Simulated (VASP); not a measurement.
## Rb: single point with PBEsol

Crystal: Rb.

```
Rb
1.0
    -2.80600    2.80600    2.87615
     2.80600   -2.80600    2.87615
     2.80600    2.80600   -2.87615
Rb
1
Direct
  0.00000 0.00000 0.00000
```

This cell differs from its parent crystal: strain +0.000 along x and y, +0.025 along z.

```
Program             : VASP 6.6.1
Task                : single point
Functional          : PBEsol
Potentials or basis : VASP PAW PBE potentials, release 64 (Rb_sv)
Cutoff              : 520 eV
k mesh              : 12 × 12 × 12
Occupations         : gaussian, width 0.15 eV
Spin                : no spin polarisation
```

- Pressure: -0.1 GPa

Levels at points of the mesh, in eV from the Fermi level:
```csv
k point,band 2,band 3,band 4,band 5,band 6,band 7,band 8,band 9
"(0.00, 0.00, 0.00)",-12.90,-12.90,-12.90,-1.97,3.65,3.65,3.78,4.55
"(0.50, 0.00, 0.00)",-12.99,-12.93,-12.89,0.23,0.77,2.64,4.24,5.22
"(0.50, 0.50, 0.00)",-12.99,-12.93,-12.90,0.27,0.83,2.51,4.33,5.11
"(0.50, 0.50, 0.50)",-12.97,-12.96,-12.96,1.23,1.30,3.10,3.34,3.34
```

Wall time 48 s on 1 thread of Intel(R) Xeon(R) 6975P-C (Granite Rapids), on a shared host, peak memory 0.29 GiB.

Caveat: the cell differs from its parent crystal (strain +0.000 along x and y, +0.025 along z); the PAW data sets were made with another functional, which shifts forces and pressure a little.
